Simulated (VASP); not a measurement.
Runs of VASP 6.6.1 on ZnCu. The structure is that of space group Pm-3m (No. 221), or close to it. The cells are those of the table. 

```csv
task,level,potentials or basis,cell,cutoff (eV),gap on the mesh (eV),pressure (GPa),relaxed volume (Å³/atom)
single point,PBE,"VASP PAW PBE potentials, release 64 (Zn, Cu)","a = 2.949 Å, 2 atoms",520,none,(a),-
single point,PBEsol,"VASP PAW PBE potentials, release 64 (Zn, Cu_sv_GW)","a = 2.885 Å, 2 atoms",820,none,3.1,-
relaxation of cell and atoms,PBE,"VASP PAW PBE potentials, release 64 (Zn, Cu)","relaxed to 10 GPa from a = 2.945 Å, 2 atoms",600,none,10.0,-
single point,r2SCAN,"VASP PAW PBE potentials, release 64 (Zn, Cu_sv_GW)","a = 2.925 Å, 2 atoms",900,none,-0.4,-
relaxation of cell and atoms,PBE,"VASP PAW PBE potentials, release 64 (Zn, Cu)","relaxed to 20 GPa from a = 2.945 Å, 2 atoms",600,none,20.1,-
single point,PBE,"VASP PAW PBE potentials, release 64 (Zn, Cu)","a = 2.966 Å, 2 atoms",520,none,0.5,-
relaxation of cell and atoms,PBEsol+D3(BJ),"VASP PAW PBE potentials, release 64 (Zn, Cu_sv_GW)","relaxed from a = 2.945 Å, 2 atoms",820,none,0.0,11.81
relaxation of cell and atoms,PBE,"VASP PAW PBE potentials, release 64 (Zn, Cu)","relaxed to 2 GPa from a = 2.945 Å, 2 atoms",600,none,2.0,-
single point,r2SCAN,"VASP PAW PBE potentials, release 64 (Zn, Cu_sv_GW)","a = 2.905 Å, 2 atoms",900,none,2.5,-
relaxation of cell and atoms,BLYP,"VASP PAW PBE potentials, release 64 (Zn, Cu_sv_GW)","relaxed from a = 2.945 Å, 2 atoms",820,none,0.1,13.82
single point,PBE,"VASP PAW PBE potentials, release 64 (Zn, Cu)","a = 2.927 Å, 2 atoms",520,none,(b),-
relaxation of cell and atoms,LDA,"VASP PAW LDA potentials, release 64 (Zn, Cu_sv_GW)","relaxed from a = 2.945 Å, 2 atoms",820,none,0.0,(c)
```

Alike in all rows: no spin polarisation; k mesh 9 × 9 × 9; smearing fermi-dirac 0.05 eV.

Problem. Fill in the values left out.

Solution. (a) 2.8; (b) 5.5; (c) 11.88.

Caveats: the PAW data sets were made with another functional, which shifts forces and pressure a little (at least some runs); the cell is relaxed towards a set pressure, so the run minimises the enthalpy, not the energy (at least some runs); the cell stands under pressure (at least some runs).

A gap of «none» marks levels without a gap at the run's occupations.

The runs don't all hold the same shells in valence.
